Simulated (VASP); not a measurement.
AlC:

```xyz
4
Lattice="4.0644 0.0000 0.0000 0.0000 2.6897 0.0000 0.0000 0.0000 4.1498" Properties=species:S:1:pos:R:3 pbc="T T T"
Al    3.0483    0.0000    2.8509
Al    1.0161    0.0000    1.2989
C     3.0483    1.3448    0.7802
C     1.0161    1.3448    3.3696
```

```yaml
Program: VASP 6.6.1
Task: relaxation of cell and atoms
Functional: PBE
Potentials_or_basis: VASP PAW PBE potentials, release 64 (Al, C)
Cutoff: 600 eV
k_mesh: 4 × 6 × 4
Occupations: gaussian, width 0.1 eV
Spin: no spin polarisation
```

At the start: pressure -12.7 GPa; volume 11.34 Å³/atom.

Task: Where does the relaxation end?

Result: Over 33 steps the energy falls by 671.5 meV/atom and the volume is 11.53 Å³/atom (+1.7 %); space group Pmma (No. 51, to 0.05 Å).

The path:
```
step  energy change (eV)  largest force (eV/Å)  pressure (GPa)  volume (Å³)
   1              0.0000                1.9973          -12.67        45.36
   2             -0.9363                1.5336           -0.14        39.65
   3             -1.1102                0.9312           14.07        36.46
   4             -1.6570                0.5824            4.90        38.14
   5             -1.7793                1.3248            2.10        39.05
   6             -2.3671                0.4923           -0.55        40.87
   7             -2.4443                0.9228            5.04        42.21
   8             -2.5915                0.2042           -4.30        46.37
   9             -2.5973                0.2317           -6.43        47.70
  10             -2.6257                0.5157           -3.64        48.58
  11             -2.6300                0.4234           -4.53        48.35
  12             -2.6592                0.2829           -1.14        47.24
  13             -2.6624                0.2131            0.40        46.77
  14             -2.6661                0.1333            0.17        46.75
  15             -2.6675                0.1121           -0.05        46.73
  16             -2.6688                0.1213           -0.23        46.71
  17             -2.6724                0.1477           -0.77        46.66
  18             -2.6768                0.1557           -1.78        46.54
  19             -2.6774                0.1515           -1.72        46.50
  20             -2.6791                0.1369           -1.48        46.37
  21             -2.6814                0.1066           -1.02        46.12
  22             -2.6822                0.0479           -0.05        45.62
  23             -2.6825                0.0677           -0.41        45.80
  24             -2.6833                0.0645           -0.19        45.77
  25             -2.6844                0.0564            0.47        45.71
  26             -2.6844                0.0554            0.56        45.70
  27             -2.6848                0.0484            0.44        45.77
  28             -2.6855                0.0443            0.07        45.96
  29             -2.6849                0.0919           -0.65        46.36
  30             -2.6856                0.0565           -0.10        46.07
  31             -2.6858                0.0481           -0.03        46.09
  32             -2.6859                0.0426            0.04        46.10
  33             -2.6861                0.0289           -0.04        46.13
```

Final structure:
```
Al C
1.0
     5.66835    0.00000    0.00000
     0.00000    3.00577    0.00000
     0.00000    0.00000    2.70764
Al C
2 2
Direct
  0.75000 0.00000 0.75670
  0.25000 0.00000 0.24330
  0.75000 0.50000 0.25655
  0.25000 0.50000 0.74345
```

Caveat: the k points lie up to 0.58 Å⁻¹ apart in the final cell.
